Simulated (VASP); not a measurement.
Set up this calculation in VASP 6.6.1, as the native input.

| Item | Value |
| --- | --- |
| Task | single point |
| Functional | PBEsol |
| Potentials or basis | VASP PAW PBE potentials, release 64 (Mg) |
| Cutoff | 520 eV |
| k mesh | 15 × 15 × 4 |
| Occupations | gaussian, width 0.1 eV |
| Spin | no spin polarisation |
| Dipole correction | no |
| Further INCAR settings | ALGO = Normal; EDIFF = 1e-06; NBANDS = 12 |

The structure of Mg lies in POSCAR:

```
Mg
1.0
    3.1896021877      0.0000000000      0.0000000000
   -1.5948010939      2.7622765225      0.0000000000
    0.0000000000      0.0000000000     10.2501964482
Mg
4
Direct
    0.0000000000      0.0000000000      0.0000000000
    0.3333333333      0.6666666667      0.2500000000
    0.0000000000      0.0000000000      0.5000000000
    0.6666666667      0.3333333333      0.7500000000
```

These files were run (other wordings do the same):

INCAR

```
ALGO = Normal
EDIFF = 1E-6
ENCUT = 520
GGA = PS
ISIF = 2
ISMEAR = 0
LASPH = True
LCHARG = True
LELF = True
LREAL = False
LVHAR = True
LWAVE = False
NBANDS = 12
NELM = 80
PREC = Accurate
SIGMA = 0.1
```

KPOINTS

```
k-points
0
Gamma
  15 15 4
```

Potentials or basis: VASP PAW PBE potentials, release 64 (Mg).

The run is started by

```sh
$ cat potpaw_PBE.64/Mg/POTCAR > POTCAR
$ mpirun -np 1 vasp_std > vasp.out
```

It gave:

* Pressure: 0.0 GPa
* Band gap on the k mesh: zero (bands 4 and 5 overlap by 2.09 eV)

Caveat: the PAW data sets were made with another functional, which shifts forces and pressure a little.

It took 32 s on 1 thread of Intel(R) Xeon(R) Platinum 8488C (Sapphire Rapids), with other jobs on the host, peak memory 0.24 GiB.
